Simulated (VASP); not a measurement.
Set up this calculation in VASP 6.6.1, as the native input.

- Task: single point
- Functional: LDA
- Potentials or basis: VASP PAW LDA potentials, release 64 (Sn_d, O)
- Cutoff: 520 eV
- k mesh: 6 × 6 × 6
- Occupations: gaussian, width 0.05 eV
- Spin: no spin polarisation
- Dipole correction: no
- Further INCAR settings: ALGO = Normal; EDIFF = 1e-06; NBANDS = 64

The structure of SnO2 lies in POSCAR:

```
SnO2
1.0
    4.6185798960      0.0000000000      0.0000000000
    0.0000000000      5.8992262123      0.0000000000
    0.0000000000      0.0000000000      5.1098488815
Sn O
4 8
Direct
    0.5000000000      0.6673419135      0.7500000000
    0.0000000000      0.8326580865      0.2500000000
    0.5000000000      0.3326580865      0.2500000000
    0.0000000000      0.1673419135      0.7500000000
    0.7309254637      0.6050162923      0.0776916535
    0.2309254637      0.8949837077      0.9223083465
    0.7690745363      0.8949837077      0.5776916535
    0.2690745363      0.6050162923      0.4223083465
    0.7309254637      0.3949837077      0.5776916535
    0.2309254637      0.1050162923      0.4223083465
    0.7690745363      0.1050162923      0.0776916535
    0.2690745363      0.3949837077      0.9223083465
```

The input as run:

INCAR

```
SYSTEM = SnO2
PREC = Accurate
ENCUT = 520
EDIFF = 1E-6
ISMEAR = 0
SIGMA = 0.05
LREAL = .FALSE.
LASPH = .TRUE.
NELM = 100
ALGO = Normal
ISIF = 2
LWAVE = .FALSE.
LCHARG = .TRUE.
LELF = .TRUE.
LVHAR = .TRUE.
NBANDS = 64
```

KPOINTS

```
regular mesh
0
G
  6 6 6
  0 0 0
```

Potentials or basis: VASP PAW LDA potentials, release 64 (Sn_d, O).

Launch:

```sh
$ cat potpaw_LDA.64/Sn_d/POTCAR potpaw_LDA.64/O/POTCAR > POTCAR
$ mpirun -np 1 vasp_std > vasp.out
```

It gave:

| Item | Value |
| --- | --- |
| Pressure | 1.9 GPa |
| Largest force | 0.304 eV/Å |
| Band gap on the k mesh | 1.56 eV (least direct gap 1.57 eV) |

Caveat: spin-orbit coupling is left out, which moves the levels of the heavy elements.

Run time: 7.6 min on 1 thread of Intel(R) Xeon(R) Platinum 8259CL CPU @ 2.50GHz (Skylake/Cascade Lake) (shared host), peak memory 0.48 GiB.
